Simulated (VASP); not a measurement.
**SnSe: single point with PBEsol**

The system is SnSe.

```
CELL_PARAMETERS angstrom
0.00000 2.97276 -2.97276
5.94551 0.00000 0.00000
-2.97276 -5.94551 -2.97276
ATOMIC_POSITIONS crystal
Sn 0.00000 0.00000 0.00000
Sn 0.33333 0.33333 0.66667
Sn 0.66667 0.66667 0.33333
Se 0.00000 0.50000 0.00000
Se 0.33333 0.83333 0.66667
Se 0.66667 0.16667 0.33333
```

* Program: VASP 6.6.1
* Task: single point
* Functional: PBEsol
* Potentials or basis: VASP PAW PBE potentials, release 64 (Sn_d, Se)
* Cutoff: 500 eV
* k mesh: 10 × 10 × 10
* Occupations: gaussian, width 0.01 eV
* Spin: no spin polarisation

| Item | Value |
| --- | --- |
| Pressure | 0.1 GPa |

Levels at points of the mesh, in eV from the Fermi level:
```tsv
k point	band 27	band 28	band 29	band 30	band 31	band 32	band 33	band 34
(0.00, 0.00, 0.00)	-2.43	-2.43	-2.10	-2.10	2.52	2.52	2.75	2.75
(0.50, 0.00, 0.00)	-3.61	-3.61	-1.52	-1.52	1.74	1.74	2.65	3.48
(0.00, 0.50, 0.00)	-2.17	-1.47	-1.47	-0.25	0.57	1.05	1.05	1.57
(0.50, 0.50, 0.00)	-2.17	-0.95	-0.95	-0.25	0.57	1.05	1.05	1.08
(0.00, 0.00, 0.50)	-2.02	-2.02	-0.50	-0.50	1.11	1.11	1.71	1.71
```

Wall time 13 min on 1 thread of Intel Xeon 6975P-C, with other jobs on the host, peak memory 0.83 GiB.

Caveat: the PAW data sets were made with another functional, which shifts forces and pressure a little; spin-orbit coupling is left out, which moves the levels of the heavy elements.
